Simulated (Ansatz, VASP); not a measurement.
## O: VASP beside Ansatz

File INCAR:

```
SYSTEM = O
PREC = Accurate
ENCUT = 520
EDIFF = 1E-6
ISMEAR = -1
SIGMA = 0.01
LREAL = .False.
LASPH = .True.
NELM = 100
ALGO = Normal
ISIF = 2
LWAVE = .False.
LCHARG = .False.
GGA = PE
NBANDS = 13
```

Contents of KPOINTS:

```
Automatic mesh
0
Gamma
  11 11 11
  0 0 0
```

File POSCAR:

```
O
1.0
    1.4233490221      0.8217709410      3.4083000000
   -1.4233490221      0.8217709410      3.4083000000
    0.0000000000     -1.6435418821      3.4083000000
O
2
Direct
    0.0577000000      0.0577000000      0.0577000000
    0.9423000000      0.9423000000      0.9423000000
```

Input for Ansatz:

```yaml
crystal:
  lattice:
    - [1.4233490221, 0.821770941, 3.4083]
    - [-1.4233490221, 0.821770941, 3.4083]
    - [0.0, -1.6435418821, 3.4083]
  atoms:
    - { symbol: O, position: [0.0577, 0.0577, 0.0577] }
    - { symbol: O, position: [0.9423, 0.9423, 0.9423] }
kpoints:
  mp_grid: { grid: [11, 11, 11] }
  band_path:
    path:
      - [0.0, 0.0, 0.0]
      - [0.5, 0.5, 0.5]
      - [0.7945777149, 0.2054222851, 0.5]
      - [0.5, -0.2054222851, 0.2054222851]
      - [0.5, 0.0, 0.0]
      - [0.0, 0.0, 0.0]
      - [0.3527111426, -0.3527111426, 0.0]
      - [0.6472888574, 0.0, 0.3527111426]
      - [0.5, 0.0, 0.5]
    npoints: 5
scf:
  occupations: { method: fermi_dirac, width: 0.01 }
hamiltonian:
  xc: pbe
  pseudopotentials:
    kind: all_electron
    lapw: { basis_error: 0.001 }
    relativity: none
output:
  forces: true
  stress: true
  eigenvalues: true
```

Alike in both runs: task single point; functional PBE; k mesh 11 × 11 × 11; occupations fermi-dirac, width 0.01 eV; no spin polarisation.

|  | VASP | Ansatz |
| --- | --- | --- |
| version | VASP 6.6.1 | Ansatz 0.2.0 |
| potentials or method | VASP PAW PBE potentials, release 64 (O), cutoff 520 eV | all-electron LAPW, non-relativistic |

|  | VASP | Ansatz | Ansatz less VASP |
| --- | --- | --- | --- |
| pressure (GPa) | 9.4 | 5.4 | -4.01 |
| traceless stress, the component that is largest in VASP (GPa) | 31.49 | 22.77 | -8.715 |
| rms of the force components (eV/Å) | 2.473 | 1.503 | -0.9703 |

Atom by atom the forces differ by 0.970 eV/Å (rms over components). Ansatz ran all-electron here, and VASP with PAW potentials.

Noted on VASP's run: the standard files for N, O and F lose accuracy on very short bonds; spin is off for a triplet molecule.
